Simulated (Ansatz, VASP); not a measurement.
**Li2ZrO2 in VASP and in Ansatz**

```
Li Zr O
1.0
     3.28730    0.00000    0.00000
    -1.64365    2.84689    0.00000
     0.00000    0.00000   17.35613
Li Zr O
4 2 4
Direct
  0.00000 0.00000 0.61019
  0.00000 0.00000 0.38981
  0.00000 0.00000 0.11019
  0.00000 0.00000 0.88981
  0.66667 0.33333 0.75000
  0.33333 0.66667 0.25000
  0.66667 0.33333 0.86478
  0.33333 0.66667 0.13522
  0.33333 0.66667 0.36478
  0.66667 0.33333 0.63522
```

Change from the starting cell: species swapped into the La2Rh2I type (P6_3/mmc, No. 194).

Alike in both runs: functional PBE; k mesh 6 × 6 × 2; occupations gaussian, width 0.1 eV; no spin polarisation.

Ansatz relaxed the structure, and its values are those at the end. VASP's run is a single point on that final structure, the one shown.

```csv
,VASP,Ansatz
version,VASP 6.6.1,Ansatz 0.2.0
potentials or method,"VASP PAW PBE potentials, release 64 (Li_sv, Zr_sv, O), cutoff 520 eV","scalar-relativistic, plane waves, PAW"
valence electrons in the cell,60,60
```

|  | VASP | Ansatz | Ansatz less VASP |
| --- | --- | --- | --- |
| gap on the k mesh at the Fermi level (eV) | none | none | - |
| rms of the force components (eV/Å) | 0.013 | 0.004 | -0.0094 |

A gap of «none» marks a metal or a gap that the smearing closes. With one functional, cell and mesh, what is left measures potentials, basis and numerics.

The k mesh is coarse, so the values compare programs but aren't converged. Noted on VASP's run: the cutoff is under 1.25 times that of the potentials, so the pressure is a little rough.
